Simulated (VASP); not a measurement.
Wanted: the native input for a VASP 6.6.1 run.

```yaml
Task: electric field gradients
Functional: PBE
Potentials_or_basis: VASP PAW PBE potentials, release 64 (W_sv)
Cutoff: 520 eV
k_mesh: 14 × 14 × 14
Occupations: fermi-dirac, width 0.03 eV
Spin: no spin polarisation
Dipole_correction: no
Further_INCAR_settings: ALGO = Normal; EDIFF = 1e-08; NBANDS = 13
```

The structure of W lies in POSCAR:

```
W
1.0
   -1.5493810000      1.5973000000      1.5973000000
    1.5973000000     -1.5493810000      1.5973000000
    1.5973000000      1.5973000000     -1.5493810000
W
1
Direct
    0.0000000000      0.0000000000      0.0000000000
```

This cell differs from its parent crystal: equal xy, yz and zx shear strains of +3 %.

These files were run (other wordings do the same):

INCAR

```
SYSTEM = W
ALGO = Normal
EDIFF = 1E-8
ENCUT = 520
GGA = PE
ISIF = 2
ISMEAR = -1
LASPH = .True.
LCHARG = .False.
LEFG = .True.
LREAL = .False.
LWAVE = .False.
NBANDS = 13
NELM = 60
PREC = Accurate
SIGMA = 0.03
```

KPOINTS

```
k-points
0
Gamma
  14 14 14
  0 0 0
```

Potentials or basis: VASP PAW PBE potentials, release 64 (W_sv).

Launch:

```bash
$ cat potpaw_PBE.64/W_sv/POTCAR > POTCAR
$ mpirun -np 1 vasp_std > vasp.out
```

It gave:

```
Pressure               : -2.0 GPa
Band gap on the k mesh : zero (band 7 reaches 15.35 eV, above the bottom of band 8 at 10.23 eV)
```

Caveat: the cell differs from its parent crystal (equal xy, yz and zx shear strains of +3 %); without QUAD_EFG the Cq values of the log hold for a quadrupole moment of 1 mb, not for the nuclei; spin-orbit coupling is left out, which moves the levels of the heavy elements.

It took 79 s on 1 thread of Intel Xeon 8259CL, on a shared host, peak memory 0.17 GiB.
